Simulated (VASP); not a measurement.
**TaN: single point with PBEsol**

The system is TaN.

```
Ta N
1.0
     1.46193   -2.53214    0.00000
     0.00000    0.00000   -2.87048
    11.16417    5.32024    0.00000
Ta N
4 4
Direct
  0.24897 0.50000 0.75310
  0.95435 0.50000 0.13694
  0.38589 0.50000 0.34233
  0.81743 0.50000 0.54772
  0.47717 0.00000 0.06848
  0.90871 0.00000 0.27386
  0.34025 0.00000 0.47925
  0.77179 0.00000 0.68464
```

This cell differs from its parent crystal: the part above a cut slid along it.

| Property | Result |
| --- | --- |
| Program | VASP 6.6.1 |
| Task | single point |
| Functional | PBEsol |
| Potentials or basis | VASP PAW PBE potentials, release 64 (Ta_pv, N) |
| Cutoff | 520 eV |
| k mesh | 15 × 15 × 5 |
| Occupations | gaussian, width 0.15 eV |
| Spin | no spin polarisation |
| Dipole correction | no |
| Further INCAR settings | ALGO = Fast; EDIFF = 1e-06; NBANDS = 42 |

```json
{"Pressure": "-7.7 GPa", "Largest force": "3.195 eV/Å", "Band gap on the k mesh": "zero (bands 32 and 33 overlap by 2.30 eV)"}
```

Forces in eV/Å, atoms in the order of the input:
```
Ta   0.121  0.055  0.000
Ta  -2.753 -1.621  0.000
Ta   0.025  0.025  0.000
Ta   0.268  0.158  0.000
N    2.354  1.415  0.000
N    0.030  0.018  0.000
N    0.091  0.052  0.000
N   -0.136 -0.103  0.000
```

Stress tensor (GPa, compression positive):
```
-4.45  4.13  0.00
 4.13 -8.83  0.00
 0.00  0.00 -9.83
```

Levels at points of the mesh, in eV from the Fermi level:
```tsv
k point	band 30	band 31	band 32	band 33	band 34	band 35
(0.00, 0.00, 0.00)	-2.46	-1.30	-0.89	-0.84	3.07	3.09
```

It took 44 min on 1 thread of Oxide Virtual Turin-like Processor (shared host), peak memory 0.92 GiB.

Caveat: the cell differs from its parent crystal (the part above a cut slid along it); the stress differs along the axes, from -10 to -4 GPa; the PAW data sets were made with another functional, which shifts forces and pressure a little; spin-orbit coupling is left out, which moves the levels of the heavy elements.
